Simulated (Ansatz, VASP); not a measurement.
**Two plane-wave programs on GaP**

The input INCAR:

```
SYSTEM = GaP
PREC = Accurate
ENCUT = 520
EDIFF = 1E-6
ISMEAR = 0
SIGMA = 0.05
LREAL = .False.
LASPH = .True.
NELM = 100
ALGO = Normal
ISIF = 2
LWAVE = .False.
LCHARG = .False.
GGA = PE
NBANDS = 16
```

The input KPOINTS:

```
Automatic mesh
0
Gamma
  8 8 8
  0 0 0
```

The input POSCAR:

```
GaP
1.0
    0.0000000000      2.7252500000      2.7252500000
    2.6571187500      0.0000000000      2.7252500000
    2.6571187500      2.7252500000      0.0000000000
Ga P
1 1
Direct
    0.0000000000      0.0000000000      0.0000000000
    0.7500000000      0.7500000000      0.7500000000
```

Input for Ansatz:

```yaml
crystal:
  lattice:
    - [0.0, 2.72525, 2.72525]
    - [2.65711875, 0.0, 2.72525]
    - [2.65711875, 2.72525, 0.0]
  atoms:
    - { symbol: Ga, position: [0.0, 0.0, 0.0] }
    - { symbol: P, position: [0.75, 0.75, 0.75] }
basis:
  ecutwfc: 420
kpoints:
  mp_grid: { grid: [8, 8, 8] }
hamiltonian:
  xc: pbe
scf:
  occupations: { method: gaussian, width: 0.05 }
output:
  forces: true
  stress: true
  eigenvalues: true
```

Change from the starting cell: strain -0.0250 x Voigt [1, 0, 0, 0, 0, 0], atoms carried along.

Alike in both runs: task single point; functional PBE; k mesh 8 × 8 × 8; occupations gaussian, width 0.05 eV; no spin polarisation.

```csv
,VASP,Ansatz
version,VASP 6.6.1,Ansatz 0.2.0
potentials or method,"VASP PAW PBE potentials, release 64 (Ga_d, P), cutoff 520 eV","scalar-relativistic, plane waves, PAW"
valence electrons in the cell,18,18
```

Ansatz gave:

```
gap on the k mesh at the Fermi level (eV)                     : 1.35
least direct gap on the mesh (eV)                             : 1.94
pressure (GPa)                                                : 4.8
traceless stress, the component that is largest in VASP (GPa) : 1.18
```

Problem. What did VASP give for the same quantities?

Solution. gap on the k mesh at the Fermi level (eV): 1.35; least direct gap on the mesh (eV): 1.94; pressure (GPa): 4.7; traceless stress, the component that is largest in VASP (GPa): 1.18.
